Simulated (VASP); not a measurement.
# Mg4Se in VASP: further runs, part 2 of 2

VASP 6.6.1. The steps go on from the part before.

### Step 3. Single point, PBE

This run uses another cell than the first one, of 30.70 Å³/atom.

The input, INCAR:

```
SYSTEM = Mg4Se
PREC     = Accurate       ! precision mode
ENCUT    = 600            ! plane-wave cutoff, eV
EDIFF    = 1E-6           ! SCF threshold, eV
ISMEAR   = 0              ! smearing method
SIGMA    = 0.2            ! smearing width, eV
LREAL    = .False.        ! projectors in reciprocal space
LASPH    = .True.         ! aspherical terms in the spheres
NELM     = 120            ! most SCF steps
ALGO     = Normal         ! electronic algorithm
ISIF     = 2              ! what is computed and relaxed
LWAVE    = .False.        ! write WAVECAR
LCHARG   = .False.        ! write CHGCAR
GGA      = PE             ! functional
NBANDS   = 15             ! bands
GGA_COMPAT= .False.
```

The input, KPOINTS:

```
Automatic mesh
0
Gamma
  4 4 3
  0 0 0
```

The input, POSCAR:

```
Mg4Se
1.0
    5.7900429205      0.0000000000      0.0000000000
   -2.8950214603      5.0143242582      0.0000000000
    0.0000000000      0.0000000000      5.2875884104
Mg Se
4 1
Direct
    0.6666666667      0.3333333333      0.8841455111
    0.8352114726      0.1647885274      0.3837964039
    0.8352114726      0.6704229451      0.3837964039
    0.3295770549      0.1647885274      0.3837964039
    0.3333333333      0.6666666667      0.3756768771
```

Potentials or basis: VASP PAW PBE potentials, release 64 (Mg, Se).

Run with:

```
cat potpaw_PBE.64/Mg/POTCAR potpaw_PBE.64/Se/POTCAR > POTCAR
mpirun -np 1 vasp_std > vasp.out
```

OUTCAR:

```text
SYSTEM = Mg4Se
   PREC = Accurate
   ENCUT = 600
   EDIFF = 1E-6
   ISMEAR = 0
   LREAL = .False.
   LASPH = .True.
   NELM = 120
   ISIF = 2
   GGA = PE

 ion  position               nearest neighbor table
   1  0.667  0.333  0.884-   4 3.14   2 3.14   3 3.14   4 3.14   2 3.14   3 3.14
   2  0.835  0.165  0.384-   4 2.86   3 2.86   5 2.90   5 2.90   4 2.93   3 2.93   1 3.14   1 3.14

   3  0.835  0.670  0.384-   4 2.86   2 2.86   5 2.90   5 2.90   4 2.93   2 2.93   1 3.14   1 3.14

   4  0.330  0.165  0.384-   2 2.86   3 2.86   5 2.90   5 2.90   2 2.93   3 2.93   1 3.14   1 3.14

   5  0.333  0.667  0.376-   3 2.90   4 2.90   2 2.90   2 2.90   3 2.90   4 2.90

  LATTYP: Found a hexagonal cell.
 ALAT       =     5.7900429205
 C/A-ratio  =     0.9132209351

  Lattice vectors:

 A1 = (   5.7900429205,   0.0000000000,   0.0000000000)
 A2 = (  -2.8950214603,   5.0143242582,   0.0000000000)
 A3 = (   0.0000000000,   0.0000000000,   5.2875884104)

Analysis of symmetry for initial positions (statically):
=====================================================================
 Subroutine PRICEL returns:
 Original cell was already a primitive cell.

 Routine SETGRP: Setting up the symmetry group for a
 hexagonal supercell.

 Subroutine GETGRP returns: Found  6 space group operations
 (whereof  6 operations were pure point group operations)
 out of a pool of 24 trial point group operations.

The static configuration has the point symmetry C_3v.

Analysis of symmetry for dynamics (positions and initial velocities):
=====================================================================
 Subroutine PRICEL returns:
 Original cell was already a primitive cell.

 Routine SETGRP: Setting up the symmetry group for a
 hexagonal supercell.

 Subroutine GETGRP returns: Found  6 space group operations
 (whereof  6 operations were pure point group operations)
 out of a pool of 24 trial point group operations.

The dynamic configuration has the point symmetry C_3v.

 Subroutine INISYM returns: Found  6 space group operations
[... 122 lines left out ...]
 maximum number of plane-waves:      5133
 NGX is ok and might be reduce to    48
   NGX = 23   NGY = 23   NGZ = 21

 number of electron      14.0000001 magnetization

 Free energy of the ion-electron system (eV)
  ---------------------------------------------------
  ext. energy  EPLUGINS =         0.00000000
  ---------------------------------------------------
  free energy    TOTEN  =        -9.38960652 eV

  energy without entropy =       -9.33968585  energy(sigma->0) =       -9.36464619

 E-fermi :   1.5880     XC(G=0):  -7.4598

 val. band max:        1.5405187609   @ k =   0.5000   0.0000   0.0000
 cond. band min:       1.6159743718   @ k =   0.2500   0.2500   0.0000
 fundamental gap:      0.0754556109
 Fermi energy:         1.5879638548

 k-point     1 :       0.0000    0.0000    0.0000
  band No.  band energies     occupation
      1     -11.4457      2.00000
      2      -3.3725      2.00000
      3      -2.3039      2.00000
      4      -2.3039      2.00000
      5      -1.0662      2.00000
      6       0.3520      2.00000
      7       1.4093      1.79346
      8       1.4093      1.79346
      9       2.0860      0.00043
     10       2.2712      0.00000
     11       5.9544      0.00000
     12       5.9544      0.00000
     13       6.0152      0.00000
     14       6.0152      0.00000
[... 131 lines left out ...]
      2      -3.8233      2.00000
      3      -3.0785      2.00000
      4      -1.4369      2.00000
      5      -0.6865      2.00000
      6      -0.0284      2.00000
      7       0.2310      2.00000
      8       1.4802      1.55414
      9       2.5070      0.00000
     10       3.8310      0.00000
     11       4.4113      0.00000
     12       5.4305      0.00000
     13       5.9259      0.00000
     14       6.2132      0.00000
     15       6.6367      0.00000

------------------------ aborting loop because EDIFF is reached ----------------------------------------

  FORCE on cell =-STRESS in cart. coord.  units (eV):
  Direction    XX          YY          ZZ          XY          YZ          ZX
  --------------------------------------------------------------------------------------
  -------------------------------------------------------------------------------------
  Total        0.0804252      0.0804252     -0.0418709     -0.0000000      0.0000000      0.0000000
  in kB        0.8393654      0.8393654     -0.4369893     -0.0000000      0.0000000      0.0000000
  external PRESSURE =       0.4139139 kB  Pullay stress =       0.0000000 kB

 VOLUME and BASIS-vectors are now :
 -----------------------------------------------------------------------------
  energy-cutoff  :      600.00
  volume of cell :      153.52
      direct lattice vectors                 reciprocal lattice vectors
     5.790042921  0.000000000  0.000000000     0.172710291  0.099714333  0.000000000
    -2.895021460  5.014324258  0.000000000     0.000000000  0.199428666  0.000000000
     0.000000000  0.000000000  5.287588410     0.000000000  0.000000000  0.189122133

 POSITION                                       TOTAL-FORCE (eV/Angst)
 -----------------------------------------------------------------------------------
      2.89502      1.67144      4.67500        -0.000000     -0.000000     -0.003224
      4.35884      0.82630      2.02936         0.001497     -0.000864     -0.000894
      2.89502      3.36172      2.02936        -0.000000      0.001729     -0.000894
      1.43120      0.82630      2.02936        -0.001497     -0.000864     -0.000894
     -0.00000      3.34288      1.98642         0.000000     -0.000000      0.005905
 -----------------------------------------------------------------------------------
    total drift:                                0.000000     -0.000000     -0.000011

  FREE ENERGIE OF THE ION-ELECTRON SYSTEM (eV)
  ---------------------------------------------------
  free  energy   TOTEN  =        -9.3896065246 eV

  energy  without entropy=       -9.3396858454  energy(sigma->0) =       -9.36464619
```

It took 32 s on 1 thread of Intel Xeon Platinum 8488C (Sapphire Rapids), shared host; peak memory 0.29 GiB.

What came out:

```
Free energy            : -9.3896 eV
Pressure               : 0.0 GPa
Largest force          : 0.006 eV/Å
Band gap on the k mesh : zero (bands 7 and 8 overlap by 0.50 eV)
```

Forces in eV/Å, atoms in the order of the input:
```
Mg   0.000  0.000 -0.003
Mg   0.001 -0.001 -0.001
Mg   0.000  0.002 -0.001
Mg  -0.001 -0.001 -0.001
Se   0.000  0.000  0.006
```

Stress tensor (GPa, compression positive):
```
 0.08  0.00  0.00
 0.00  0.08  0.00
 0.00  0.00 -0.04
```

Caveat: the k points lie up to 0.40 Å⁻¹ apart; semilocal functionals underestimate gaps, so a narrow gap can read as zero.
